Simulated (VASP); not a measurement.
## SnTe: single point with PBE-based screened hybrid with 30 % exact exchange

SnTe:

```xyz
2
Lattice="0.0000 3.5840 3.5840 3.5840 0.0000 3.5840 3.5840 3.5840 0.0000" Properties=species:S:1:pos:R:3 pbc="T T T"
Sn    0.0000    0.0000    0.0000
Te    1.7920    1.7920    1.7920
```

* Program: VASP 6.6.1
* Task: single point
* Functional: PBE-based screened hybrid with 30 % exact exchange
* Potentials or basis: VASP PAW PBE potentials, release 64 (Sn_d, Te)
* Cutoff: 520 eV
* k mesh: 4 × 4 × 4
* Occupations: fermi-dirac, width 0.02 eV
* Spin: no spin polarisation
* Dipole correction: no
* Grid for exact exchange (PRECFOCK): Normal
* Share of exact exchange: 0.3
* Further INCAR settings: ALGO = Normal; EDIFF = 1e-06; NBANDS = 17
* Screening parameter: 0.1 1/Å

```
Pressure               : -0.3 GPa
Band gap on the k mesh : 0.65 eV (least direct gap 1.51 eV)
```

Levels at points of the mesh, in eV from the valence-band top:
```
           k point  band 6  band 7  band 8  band 9  band 10  band 11  band 12  band 13  band 14  band 15
(0.00, 0.00, 0.00)  -13.31   -5.77   -2.48   -2.48    -2.48     1.68     1.68     1.68     4.86     7.43
(0.50, 0.00, 0.00)  -12.64   -8.16   -3.11   -3.11    -2.40     2.57     2.57     4.44     6.47     7.35
(0.50, 0.50, 0.00)  -12.36   -8.59   -3.88   -3.88    -0.87     0.65     5.05     5.05     6.36     7.42
```

It took 31 min on 1 thread of AMD EPYC 7R13 Processor (Zen 3) (shared host), peak memory 0.33 GiB.

Caveat: the PAW data sets were made with another functional, which shifts forces and pressure a little; spin-orbit coupling is left out, which moves the levels of the heavy elements. A k mesh can miss the band edges.
